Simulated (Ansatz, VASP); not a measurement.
**One calculation of In4Sb3As, two programs**

```
CELL_PARAMETERS angstrom
4.66712 0.00000 0.00000
0.00000 4.66712 0.00000
0.00000 0.00000 13.14585
ATOMIC_POSITIONS crystal
As 0.00000 0.00000 0.00000
In 0.00000 0.50000 0.88737
In 0.50000 0.00000 0.62932
In 0.00000 0.50000 0.37068
In 0.50000 0.00000 0.11263
Sb 0.50000 0.50000 0.75823
Sb 0.00000 0.00000 0.50000
Sb 0.50000 0.50000 0.24177
```

Alike in both runs: task single point; functional PBE; k mesh 4 × 4 × 2; occupations fermi-dirac, width 0.02 eV; no spin polarisation.

```csv
,VASP,Ansatz
version,VASP 6.6.1,Ansatz 0.2.0
potentials or method,"VASP PAW PBE potentials, release 64 (As, In_d, Sb)","plane waves, PAW"
plane-wave cutoff (eV),520,420
valence electrons in the cell,72,112
```

|  | VASP | Ansatz | Ansatz less VASP |
| --- | --- | --- | --- |
| pressure (GPa) | -1.0 | -1.0 | +0.01 |
| rms of the force components (eV/Å) | 0.004 | 0.002 | -0.0015 |

VASP's potentials hold 72 valence electrons a cell and Ansatz's 112, so a difference there can come from the potentials and not from the codes.

Spin-orbit coupling is off throughout.
